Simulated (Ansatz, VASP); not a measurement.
**KF: VASP beside Ansatz**

```
K F
1.0
     0.00000    2.65419    2.65419
     2.65419    0.00000    2.65419
     2.65419    2.65419    0.00000
K F
1 1
Cartesian
  0.0000 0.0000 0.0000
  2.6542 2.6542 2.6542
```

Alike in both runs: task single point; functional PBEsol; k mesh 8 × 8 × 8; no spin polarisation.

|  | VASP | Ansatz |
| --- | --- | --- |
| version | VASP 6.6.1 | Ansatz 0.2.0 |
| potentials or method | VASP PAW PBE potentials, release 64 (K_sv, F) | PAW with Ansatz's default frozen-core files, scalar-relativistic |
| plane-wave cutoff (eV) | 520 | 420 |
| occupations | gaussian, width 0.01 eV | fixed |
| valence electrons in the cell | 16 | 16 |

```tsv
	VASP	Ansatz	Ansatz less VASP
gap on the k mesh at the Fermi level (eV)	6.13	6.15	+0.017
pressure (GPa)	0.0	0.0	-0.06
```

VASP's potentials were made for PBE, not for PBEsol.
